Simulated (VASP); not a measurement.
**WS2 (WS2 (P6_3/mmc)): single point with r2SCAN**

Crystal: WS2 (WS2 (P6_3/mmc)).

```
CELL_PARAMETERS angstrom
3.12708 0.00000 0.00000
-1.56354 2.70813 0.00000
0.00000 0.00000 12.16476
ATOMIC_POSITIONS crystal
W 0.33348 0.66652 0.25000
W 0.66652 0.33348 0.75000
S 0.33346 0.66668 0.61968
S 0.66668 0.33346 0.11968
S 0.33332 0.66654 0.88032
S 0.66654 0.33332 0.38032
```

```
Program                : VASP 6.6.1
Task                   : single point
Functional             : r2SCAN
Potentials or basis    : VASP PAW PBE potentials, release 64 (W_sv, S)
Cutoff                 : 550 eV
k mesh                 : 4 × 4 × 1, shifted
Occupations            : fermi-dirac, width 0.01 eV
Spin                   : no spin polarisation
Dipole correction      : no
Further INCAR settings : ALGO = Normal; EDIFF = 1e-06; NBANDS = 35
```

| Property | Result |
| --- | --- |
| Pressure | 4.5 GPa |
| Largest force | 0.265 eV/Å |
| Band gap on the k mesh | 1.61 eV, indirect (least direct gap 2.27 eV) |

Forces in eV/Å, atoms in the order of the input:
```
W   -0.021  0.012  0.000
W    0.021 -0.012  0.000
S   -0.011  0.004  0.265
S    0.009 -0.008  0.265
S   -0.009  0.008 -0.265
S    0.011 -0.004 -0.265
```

Stress tensor (GPa, compression positive):
```
 5.96 -0.02  0.01
-0.02  5.94  0.02
 0.01  0.02  1.51
```

Levels at points of the mesh, in eV from the valence-band top:
| k point | band 23 | band 24 | band 25 | band 26 | band 27 | band 28 | band 29 | band 30 |
| --- | --- | --- | --- | --- | --- | --- | --- | --- |
| (0.06, 0.06, 0.25) | -1.75 | -1.41 | -0.46 | 0.00 | 2.62 | 2.80 | 2.81 | 2.90 |

Run time: 12 min on 1 thread of AMD EPYC 7R43 64-Core Processor (Zen 3) (shared host), peak memory 0.3 GiB.

Caveat: the k points lie up to 0.58 Å⁻¹ apart; the PAW data sets were made with another functional, which shifts forces and pressure a little; spin-orbit coupling is left out, which moves the levels of the heavy elements. A k mesh can miss the band edges.
